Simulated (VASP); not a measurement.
Here is a VASP 6.6.1 calculation.

Contents of INCAR:

```
SYSTEM = GaP2
PREC     = Accurate       ! precision mode
ENCUT    = 520            ! plane-wave cutoff, eV
EDIFF    = 1E-7           ! SCF threshold, eV
ISMEAR   = 0              ! smearing method
SIGMA    = 0.1            ! smearing width, eV
LREAL    = .False.        ! projectors in reciprocal space
LASPH    = .True.         ! aspherical terms in the spheres
NELM     = 60             ! most SCF steps
ALGO     = Normal         ! electronic algorithm
ISIF     = 2              ! what is computed and relaxed
LWAVE    = .False.        ! write WAVECAR
LCHARG   = .False.        ! write CHGCAR
GGA      = PE             ! functional
NBANDS   = 18             ! bands
```

File KPOINTS:

```
regular mesh
0
Gamma
  4 4 4
  0 0 0
```

Contents of POSCAR:

```
GaP2
1.0
    0.0000000000      3.0669116418      3.0669116418
    3.0669116418      0.0000000000      3.0669116418
    3.0669116418      3.0669116418      0.0000000000
Ga P
1 2
Direct
    0.5000000000      0.5000000000      0.5000000000
    0.2500000000      0.2500000000      0.2500000000
    0.0000000000      0.0000000000      0.0000000000
```

Potentials or basis: VASP PAW PBE potentials, release 64 (Ga_d, P).

Command:

```sh
$ cat potpaw_PBE.64/Ga_d/POTCAR potpaw_PBE.64/P/POTCAR > POTCAR
$ mpirun -np 1 vasp_std > vasp.out
```

(1) Predict the pressure.

Answers

(1) -0.1 GPa.

Caveat: the k points lie up to 0.44 Å⁻¹ apart.
